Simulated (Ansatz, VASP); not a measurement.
**Two plane-wave programs on Br**

File INCAR:

```
SYSTEM = Br
PREC = Accurate
ENCUT = 520
EDIFF = 1E-6
ISMEAR = -1
SIGMA = 0.08
LREAL = .FALSE.
LASPH = .TRUE.
NELM = 60
ALGO = Normal
ISIF = 2
LWAVE = .FALSE.
LCHARG = .FALSE.
GGA = PE
NBANDS = 14
```

KPOINTS

```
regular mesh
0
G
  11 11 11
  0 0 0
```

POSCAR

```
Br
1.0
    0.0000000000      2.6872225691      2.6872225691
    2.6872225691      0.0000000000      2.6872225691
    2.6872225691      2.6872225691      0.0000000000
Br
2
Direct
   -0.1250000000     -0.1250000000     -0.1250000000
    0.1250000000      0.1250000000      0.1250000000
```

Input for Ansatz:

```yaml
crystal:
  lattice:
    - [0.0, 2.6872225691, 2.6872225691]
    - [2.6872225691, 0.0, 2.6872225691]
    - [2.6872225691, 2.6872225691, 0.0]
  atoms:
    - { symbol: Br, position: [-0.125, -0.125, -0.125] }
    - { symbol: Br, position: [0.125, 0.125, 0.125] }
kpoints:
  mp_grid: { grid: [11, 11, 11] }
scf:
  occupations: { method: fermi_dirac, width: 0.08 }
hamiltonian:
  xc: pbe
  pseudopotentials: { kind: nc }
output:
  forces: true
  stress: true
  eigenvalues: true
```

Change from the starting cell: volume scaled by 0.45, norm-conserving files.

Alike in both runs: task single point; functional PBE; k mesh 11 × 11 × 11; occupations fermi-dirac, width 0.08 eV; no spin polarisation.

```csv
,VASP,Ansatz
version,VASP 6.6.1,Ansatz 0.2.0
potentials or method,"VASP PAW PBE potentials, release 64 (Br)",scalar-relativistic
plane-wave cutoff (eV),520,626
valence electrons in the cell,14,14
```

VASP gave:

| Property | Result |
| --- | --- |
| pressure (GPa) | 70.9 |

Which values does Ansatz return?

Pressure (GPa): 70.6.

Both programs put the cell under a high pressure, so it lies far from rest at this level.

Noted on VASP's run: the cell as given lies far from equilibrium.
